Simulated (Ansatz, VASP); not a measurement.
**One calculation of AlN, two programs**

```
Al N
1.0
     3.19225    0.00000    0.00000
    -1.59613    2.76457    0.00000
     0.00000    0.00000    4.00308
Al N
2 2
Cartesian
  0.0000 1.8430 3.0023
  1.5961 0.9215 1.0008
  0.0000 1.8430 1.0008
  1.5961 0.9215 3.0023
```

Alike in both runs: task single point; functional PBEsol; k mesh 9 × 9 × 6; occupations gaussian, width 0.05 eV; no spin polarisation.

|  | VASP | Ansatz |
| --- | --- | --- |
| version | VASP 6.6.1 | Ansatz 0.2.0 |
| potentials or method | VASP PAW PBE potentials, release 64 (Al, N), cutoff 520 eV | scalar-relativistic, plane waves, PAW |
| valence electrons in the cell | 16 | 16 |

VASP gave:

| Property | Result |
| --- | --- |
| gap on the k mesh at the Fermi level (eV) | 4.07 |
| least direct gap on the mesh (eV) | 4.07 |
| pressure (GPa) | 26.6 |
| traceless stress, the component that is largest in VASP (GPa) | -2.85 |

Estimate Ansatz's values.

gap on the k mesh at the Fermi level (eV): 4.05; least direct gap on the mesh (eV): 4.05; pressure (GPa): 26.4; traceless stress, the component that is largest in VASP (GPa): -2.81.

VASP's potentials were made for PBE, not for PBEsol, and Ansatz warns of the same on its side. The functional is the same, so the differences come from potentials, cutoffs and numerics.
